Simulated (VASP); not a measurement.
# HfC (Fm-3m) in VASP: notebook

Aim: see how the results for HfC move with the level of theory and the settings. Levels: revPBE+D3(BJ), PBE0+D3(BJ). Tasks: single point.

Program: VASP 6.6.1. These are calculated values, not measurements. Logs are shortened: lines on timing, memory, paths and dates and some standing lists are left out, and cuts for length are marked.

## Step 1: The cell of the first run

The structure is cubic, space group Fm-3m (No. 225). Conventional cell: a = 4.650 Å, b = 4.650 Å, c = 4.650 Å, α = 90.00°, β = 90.00°, γ = 90.00°. Within 3.1 Å of Hf (site symmetry m-3m) lie 6 C at 2.33 Å. Within 3.1 Å of C (site symmetry m-3m) lie 6 Hf at 2.33 Å.

## Step 2: Single point, revPBE+D3(BJ)

Contents of INCAR:

```
SYSTEM = HfC
PREC = Accurate
ENCUT = 600
EDIFF = 1E-6
ISMEAR = 0
SIGMA = 0.1
LREAL = .FALSE.
LASPH = .TRUE.
NELM = 120
ALGO = Normal
ISIF = 2
LWAVE = .FALSE.
LCHARG = .TRUE.
GGA = RE
IVDW = 12
LELF = .TRUE.
LVHAR = .TRUE.
NBANDS = 14
GGA_COMPAT = .FALSE.
```

Contents of KPOINTS:

```
Automatic mesh
0
G
  10 10 10
  0 0 0
```

Contents of POSCAR:

```
HfC
1.0
    0.0000000000      2.3250000000      2.3250000000
    2.3250000000      0.0000000000      2.3250000000
    2.3250000000      2.3250000000      0.0000000000
Hf C
1 1
Direct
    0.5000000000      0.5000000000      0.5000000000
    0.0000000000      0.0000000000      0.0000000000
```

Potentials or basis: VASP PAW PBE potentials, release 64 (Hf_pv, C).

Started as:

```sh
cat potpaw_PBE.64/Hf_pv/POTCAR potpaw_PBE.64/C/POTCAR > POTCAR
mpirun -np 1 vasp_std > vasp.out
```

OUTCAR:

```text
SYSTEM = HfC
   PREC = Accurate
   ENCUT = 600
   EDIFF = 1E-6
   ISMEAR = 0
   LREAL = .FALSE.
   LASPH = .TRUE.
   NELM = 120
   ISIF = 2
   GGA = RE
   IVDW = 12
 IVDW          = 12

 ion  position               nearest neighbor table
   1  0.500  0.500  0.500-   2 2.33   2 2.33   2 2.33   2 2.33   2 2.33   2 2.33
   2  0.000  0.000  0.000-   1 2.33   1 2.33   1 2.33   1 2.33   1 2.33   1 2.33

  LATTYP: Found a face centered cubic cell.
 ALAT       =     4.6500000000

  Lattice vectors:

 A1 = (   0.0000000000,   2.3250000000,   2.3250000000)
 A2 = (   2.3250000000,   0.0000000000,   2.3250000000)
 A3 = (   2.3250000000,   2.3250000000,   0.0000000000)

Analysis of symmetry for initial positions (statically):
=====================================================================
 Subroutine PRICEL returns:
 Original cell was already a primitive cell.

 Routine SETGRP: Setting up the symmetry group for a
 face centered cubic supercell.

 Subroutine GETGRP returns: Found 48 space group operations
 (whereof 48 operations were pure point group operations)
 out of a pool of 48 trial point group operations.

The static configuration has the point symmetry O_h .

Analysis of symmetry for dynamics (positions and initial velocities):
=====================================================================
 Subroutine PRICEL returns:
 Original cell was already a primitive cell.

 Routine SETGRP: Setting up the symmetry group for a
 face centered cubic supercell.

 Subroutine GETGRP returns: Found 48 space group operations
 (whereof 48 operations were pure point group operations)
 out of a pool of 48 trial point group operations.

The dynamic configuration has the point symmetry O_h .

 Subroutine INISYM returns: Found 48 space group operations
 (whereof 48 operations are pure point group operations),
 and found     1 'primitive' translations

----------------------------------------------------------------------------------------

                                     Primitive cell

  volume of cell :      25.1362

  direct lattice vectors                    reciprocal lattice vectors
     0.000000000  2.325000000  2.325000000    -0.215053763  0.215053763  0.215053763
     2.325000000  0.000000000  2.325000000     0.215053763 -0.215053763  0.215053763
     2.325000000  2.325000000  0.000000000     0.215053763  0.215053763 -0.215053763

  length of vectors
     3.288046533  3.288046533  3.288046533     0.372484045  0.372484045  0.372484045

  position of ions in fractional coordinates (direct lattice)
     0.500000000  0.500000000  0.500000000
     0.000000000  0.000000000  0.000000000

  ion indices of the primitive-cell ions
   primitive index   ion index
                 1           1
                 2           2

----------------------------------------------------------------------------------------

 KPOINTS: Automatic mesh

Automatic generation of k-mesh.
 Grid dimensions read from file:
 generate k-points for:   10   10   10

 Generating k-lattice:

  Cartesian coordinates                     Fractional coordinates (reciprocal lattice)
    -0.021505376  0.021505376  0.021505376     0.100000000  0.000000000  0.000000000
     0.021505376 -0.021505376  0.021505376     0.000000000  0.100000000  0.000000000
     0.021505376  0.021505376 -0.021505376     0.000000000  0.000000000  0.100000000

  Length of vectors
     0.037248404  0.037248404  0.037248404

  Shift w.r.t. Gamma in fractional coordinates (k-lattice)
     0.000000000  0.000000000  0.000000000

 Subroutine IBZKPT returns following result:
 ===========================================

 Found     47 irreducible k-points:

 Following reciprocal coordinates:
            Coordinates               Weight
  0.000000  0.000000  0.000000      1.000000
  0.100000  0.000000  0.000000      8.000000
  0.200000  0.000000  0.000000      8.000000
  0.300000  0.000000  0.000000      8.000000
  0.400000  0.000000  0.000000      8.000000
  0.500000  0.000000  0.000000      4.000000
[... 16 lines left out ...]
  0.300000  0.300000  0.000000      6.000000
  0.400000  0.300000  0.000000     24.000000
 [... further k-points ...]
   k-points           NKPTS =     47   k-points in BZ     NKDIM =     47   number of bands    NBANDS=     14
   number of dos      NEDOS =    301   number of ions     NIONS =      2
   total plane-waves  NPLWV =  21952
   dimension x,y,z NGX =    28 NGY =   28 NGZ =   28
   dimension x,y,z NGXF=    56 NGYF=   56 NGZF=   56
   ions per type =               1   1
   NGX,Y,Z   is equivalent  to a cutoff of  14.16, 14.16, 14.16 a.u.
   NGXF,Y,Z  is equivalent  to a cutoff of  28.31, 28.31, 28.31 a.u.
 SYSTEM =  HfC
   PREC   = accura    normal or accurate (medium, high low for compatibility)
   ISTART =      0    job   : 0-new  1-cont  2-samecut
   ICHARG =      2    charge: 1-file 2-atom 10-const
   ISPIN  =      1    spin polarized calculation?
   LNONCOLLINEAR =      F non collinear calculations
   LSORBIT =      F    spin-orbit coupling
   LASPH  =      T    aspherical Exc in radial PAW
   ENCUT  =  600.0 eV  44.10 Ry    6.64 a.u.   6.57  6.57  6.57*2*pi/ulx,y,z
   NELM   =    120;   NELMIN=  2; NELMDL= -5     # of ELM steps
   EDIFF  = 0.1E-05   stopping-criterion for ELM
   LREAL  =      F    real-space projection
   EDIFFG = 0.1E-04   stopping-criterion for IOM
   NSW    =      0    number of steps for IOM
   IBRION =     -1    ionic relax: 0-MD 1-quasi-New 2-CG
   NFREE  =      0    steps in history (QN), initial steepest desc. (CG)
   ISIF   =      2    stress and relaxation
   ISYM   =      2    0-nonsym 1-usesym 2-fastsym
   POTIM  = 0.5000    time-step for ionic-motion
   TEBEG  =    0.0;   TEEND  =   0.0 temperature during run
   PSTRESS=    0.0 pullay stress
   NELECT =      14.0000    total number of electrons
   NUPDOWN=      -1.0000    fix difference up-down
   EMIN   =  10.00;   EMAX   =-10.00  energy-range for DOS
   EFERMI =   0.00;   METHOD = LEGACY
   ISMEAR =     0;   SIGMA  =   0.10  broadening in eV -4-tet -1-fermi 0-gaus
   EFERMI_NEDOS =   21; number of points for ismear=-14 and -15
   IALGO  =     38    algorithm
   IMIX   =      4    mixing-type and parameters
     AMIX     =   0.40;   BMIX     =  1.00
     AMIX_MAG =   1.60;   BMIX_MAG =  1.00
  volume/ion in A,a.u.               =      12.57        84.81
  Fermi-wavevector in a.u.,A,eV,Ry     =   1.346949  2.545365 24.684672  1.814272
  Thomas-Fermi vector in A             =   2.474740
   LORBIT       =      0    0 simple, 1 ext, 2 COOP (PROOUT), +10 PAW based schemes
   GGA     = RE    functional components
   LHFCALC =     F    Hartree Fock is set to
   AEXX    =    0.0000 exact exchange contribution
   IVDW    =    12    specifies the selected vdW correction
   LEPSILON=     F    determine dielectric tensor
   LRPA    =     F    only Hartree local field effects (RPA)
 non-spin polarized calculation
 Gauss-broadening in eV      SIGMA  =   0.10
  energy-cutoff  :      600.00
  volume of cell :       25.14
 maximum number of plane-waves:       869
 NGX is ok and might be reduce to    28
   NGX = 13   NGY = 13   NGZ = 13

 number of electron      14.0000000 magnetization

 Free energy of the ion-electron system (eV)
  ---------------------------------------------------
  ext. energy  EPLUGINS =         0.00000000
  ---------------------------------------------------
  free energy    TOTEN  =       -20.29334783 eV

  energy without entropy =      -20.29169404  energy(sigma->0) =      -20.29252093

 E-fermi :   6.0738     XC(G=0): -12.2391

 val. band max:        6.0496510127   @ k =   0.1000   0.0000   0.0000
 cond. band min:       6.1914489453   @ k =   0.1000   0.1000   0.0000
 fundamental gap:      0.1417979326
 Fermi energy:         6.0737505873

 k-point     1 :       0.0000    0.0000    0.0000
  band No.  band energies     occupation
      1     -23.5675      2.00000
      2     -23.5675      2.00000
      3     -23.5675      2.00000
      4      -6.3125      2.00000
      5       7.0321      0.00000
      6       7.0321      0.00000
      7       7.0321      0.00000
      8       7.4467      0.00000
      9       7.4467      0.00000
     10       7.4467      0.00000
     11       9.4327      0.00000
     12       9.4327      0.00000
     13      12.8512      0.00000
     14      17.0142      0.00000

 k-point     2 :       0.1000    0.0000    0.0000
  band No.  band energies     occupation
      1     -23.6359      2.00000
      2     -23.5741      2.00000
      3     -23.5741      2.00000
      4      -6.0638      2.00000
      5       5.6676      2.00000
      6       6.0497      1.26676
      7       6.0497      1.26676
      8       7.8521      0.00000
      9       7.8521      0.00000
     10       8.2041      0.00000
     11      10.5298      0.00000
     12      10.5298      0.00000
     13      13.4070      0.00000
     14      17.7087      0.00000

 k-point     3 :       0.2000    0.0000    0.0000
  band No.  band energies     occupation
      1     -23.8103      2.00000
      2     -23.5912      2.00000
      3     -23.5912      2.00000
      4      -5.3681      2.00000
      5       3.8792      2.00000
      6       4.8120      2.00000
      7       4.8120      2.00000
      8       8.5944      0.00000
      9       8.5944      0.00000
     10       8.7385      0.00000
     11      12.5192      0.00000
     12      12.5192      0.00000
     13      14.5689      0.00000
     14      19.3321      0.00000

 k-point     4 :       0.3000    0.0000    0.0000
  band No.  band energies     occupation
      1     -24.0175      2.00000
      2     -23.6123      2.00000
      3     -23.6123      2.00000
      4      -4.3591      2.00000
      5       2.1505      2.00000
      6       3.8510      2.00000
      7       3.8510      2.00000
      8       9.4139      0.00000
      9       9.6705      0.00000
     10       9.6705      0.00000
     11      14.6323      0.00000
     12      14.6323      0.00000
     13      15.2009      0.00000
     14      19.8167      0.00000

 k-point     5 :       0.4000    0.0000    0.0000
  band No.  band energies     occupation
      1     -24.1790      2.00000
      2     -23.6292      2.00000
      3     -23.6292      2.00000
      4      -3.2474      2.00000
      5       0.6640      2.00000
      6       3.2557      2.00000
      7       3.2557      2.00000
      8      10.5287      0.00000
      9      10.8141      0.00000
     10      10.8141      0.00000
     11      14.1219      0.00000
[... 276 lines left out ...]
 k-point    22 :      -0.2000    0.2000    0.0000
  band No.  band energies     occupation
      1     -23.9801      2.00000
      2     -23.7440      2.00000
      3     -23.6052      2.00000
      4      -4.1804      2.00000
      5       2.0251      2.00000
      6       3.6362      2.00000
      7       3.9597      2.00000
      8       9.0107      0.00000
      9      10.0807      0.00000
     10      11.2104      0.00000
     11      11.9877      0.00000
     12      15.6426      0.00000
     13      16.3197      0.00000
     14      19.8332      0.00000

 k-point    23 :       0.3000    0.3000    0.0000
  band No.  band energies     occupation
      1     -23.9716      2.00000
      2     -23.7187      2.00000
      3     -23.7187      2.00000
      4      -4.5039      2.00000
      5       2.2327      2.00000
      6       5.1077      2.00000
      7       5.6254      2.00000
      8       5.6254      2.00000
      9      10.5909      0.00000
     10      12.0652      0.00000
     11      12.0652      0.00000
     12      13.4082      0.00000
     13      18.4035      0.00000
     14      19.7836      0.00000

 k-point    24 :       0.4000    0.3000    0.0000
  band No.  band energies     occupation
      1     -24.0548      2.00000
      2     -23.7635      2.00000
      3     -23.7430      2.00000
      4      -4.2390      2.00000
      5       2.3106      2.00000
      6       4.2393      2.00000
      7       5.3196      2.00000
      8       6.2516      0.01191
      9      11.4064      0.00000
     10      12.4429      0.00000
     11      12.5700      0.00000
     12      14.3089      0.00000
     13      17.6498      0.00000
     14      18.7181      0.00000

 [... further k-points ...]

------------------------ aborting loop because EDIFF is reached ----------------------------------------

 Edisp (eV)   -1.31421

 E8    (eV) :    -0.9469

  FORCE on cell =-STRESS in cart. coord.  units (eV):
  Direction    XX          YY          ZZ          XY          YZ          ZX
  --------------------------------------------------------------------------------------
  -------------------------------------------------------------------------------------
  Total      -1.03116    -1.03116    -1.03116     0.00000    -0.00000     0.00000
  in kB     -65.72614   -65.72614   -65.72614     0.00000    -0.00000     0.00000
  external pressure =      -65.73 kB  Pullay stress =        0.00 kB

 VOLUME and BASIS-vectors are now :
 -----------------------------------------------------------------------------
  energy-cutoff  :      600.00
  volume of cell :       25.14
      direct lattice vectors                 reciprocal lattice vectors
     0.000000000  2.325000000  2.325000000    -0.215053763  0.215053763  0.215053763
     2.325000000  0.000000000  2.325000000     0.215053763 -0.215053763  0.215053763
     2.325000000  2.325000000  0.000000000     0.215053763  0.215053763 -0.215053763

 POSITION                                       TOTAL-FORCE (eV/Angst)
 -----------------------------------------------------------------------------------
      2.32500      2.32500      2.32500         0.000000      0.000000      0.000000
      0.00000      0.00000      0.00000        -0.000000     -0.000000     -0.000000
 -----------------------------------------------------------------------------------
    total drift:                                0.000000      0.000000      0.000000

  FREE ENERGIE OF THE ION-ELECTRON SYSTEM (eV)
  ---------------------------------------------------
  free  energy   TOTEN  =       -21.6075539852 eV

  energy  without entropy=      -21.6059001985  energy(sigma->0) =      -21.60672709
```

Run time: 21 s. Hardware: 1 thread of Intel Xeon Platinum 8375C at 2.90GHz (Ice Lake), shared host; peak memory 0.17 GiB.

Results:

| Item | Value |
| --- | --- |
| Free energy | -21.6076 eV |
| Pressure | -6.6 GPa |
| Band gap on the k mesh | zero (bands 7 and 8 overlap by 1.41 eV) |
| Dispersion energy per atom | -0.657 eV |

Levels at points of the mesh, in eV from the Fermi level:
```csv
k point,band 5,band 6,band 7,band 8,band 9,band 10
"(0.00, 0.00, 0.00)",0.96,0.96,0.96,1.37,1.37,1.37
"(0.50, 0.00, 0.00)",-6.18,-3.02,-3.02,5.30,5.30,5.77
"(0.50, 0.50, 0.00)",-2.64,-1.80,-0.14,-0.14,5.28,6.72
```

Caveat: three body term missing; the cell stands under tension; the PAW data sets were made with another functional, which shifts forces and pressure a little; spin-orbit coupling is left out, which moves the levels of the heavy elements.

(Continued in part 2 of 2.)
